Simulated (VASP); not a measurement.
A run of VASP 6.6.1 is set up as follows.

Contents of INCAR:

```
SYSTEM = Al
ALGO = Normal ; DIPOL = 0.5 0.5 0.500
EDIFF = 1E-6 ; EDIFFG = -0.03
ENCUT = 520 ; IBRION = 2
IDIPOL = 3 ; ISIF = 2
ISMEAR = 0 ; LASPH = .TRUE.
LCHARG = .FALSE. ; LDIPOL = .TRUE.
LREAL = .FALSE. ; LWAVE = .FALSE.
NELM = 100 ; NSW = 70
PREC = Accurate ; SIGMA = 0.1
```

File KPOINTS:

```
k-points
0
G
  12 12 1
  0 0 0
```

Contents of POSCAR:

```
Al
1.0
    2.8168432363      0.0000000000      0.0000000000
   -1.4084216182      2.4394578011      0.0000000000
    0.0000000000      0.0000000000     18.5998857429
Al
3
Selective dynamics
Direct
    0.6666666667      0.3333333333      0.3763463979  F F F
    0.3333333333      0.6666666667      0.5000000000  T T T
    0.0000000000      0.0000000000      0.6236536021  T T T
```

Potentials or basis: VASP PAW LDA potentials, release 64 (Al).

Command:

```bash
$ cat potpaw_LDA.64/Al/POTCAR > POTCAR
$ mpirun -np 1 vasp_std > vasp.out
```

Task: What does it give for the band gap on the k mesh?

Result: Zero (an odd number of electrons rules out a gap without spin polarisation).

Task: What does it give for the energy gained by relaxing?

Result: 1.4 meV/atom.

Final structure:
```
Al
1.0
     2.81684    0.00000    0.00000
    -1.40842    2.43946    0.00000
     0.00000    0.00000   18.59989
Al
3
Direct
  0.66667 0.33333 0.37635
  0.33333 0.66667 0.49817
  0.00000 0.00000 0.61995
```
